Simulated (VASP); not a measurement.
Be2Ir:

```
CELL_PARAMETERS angstrom
3.06023 0.00000 0.00000
-1.53011 2.65023 0.00000
0.00000 0.00000 3.30423
ATOMIC_POSITIONS crystal
Be 0.33333 0.66667 0.50000
Be 0.66667 0.33333 0.50000
Ir 0.00000 0.00000 0.00000
```

| Item | Value |
| --- | --- |
| Program | VASP 6.6.1 |
| Task | relaxation of cell and atoms |
| Functional | PBE |
| Potentials or basis | VASP PAW PBE potentials, release 64 (Be, Ir) |
| Cutoff | 600 eV |
| k mesh | 6 × 6 × 6 |
| Occupations | gaussian, width 0.1 eV |
| Spin | no spin polarisation |

At the start: pressure 31.3 GPa; volume 8.93 Å³/atom.

Problem. Where does the relaxation end?

Solution. Over 10 steps the energy falls by 767.2 meV/atom and the volume is 10.08 Å³/atom (+12.8 %); space group P6/mmm (No. 191, to 0.1 Å) before and after.

The path:
```tsv
step	energy change (eV)	largest force (eV/Å)	pressure (GPa)	volume (Å³)
1	0.0000	0.0000	31.26	26.80
2	-0.8047	0.0000	-16.49	33.98
3	-0.8078	0.0000	-13.76	33.30
4	-2.0453	0.0000	-17.40	33.27
5	-2.1394	0.0000	-16.19	33.15
6	-2.1574	0.0000	-15.39	33.08
7	-2.1764	0.0000	18.44	28.26
8	-2.2960	0.0000	-0.33	30.44
9	-2.2960	0.0000	-0.11	30.39
10	-2.3017	0.0000	0.26	30.23
```

Final structure:
```
CELL_PARAMETERS angstrom
3.61265 0.00000 0.00000
-1.80632 3.12864 0.00000
0.00000 0.00000 2.67427
ATOMIC_POSITIONS crystal
Be 0.33333 0.66667 0.50000
Be 0.66667 0.33333 0.50000
Ir 0.00000 0.00000 0.00000
```

Caveat: the k points lie up to 0.39 Å⁻¹ apart in the final cell, too coarse for converged energies and pressures of a metal; a cell axis changed by over 15 % at a fixed basis, so the end point is rough.
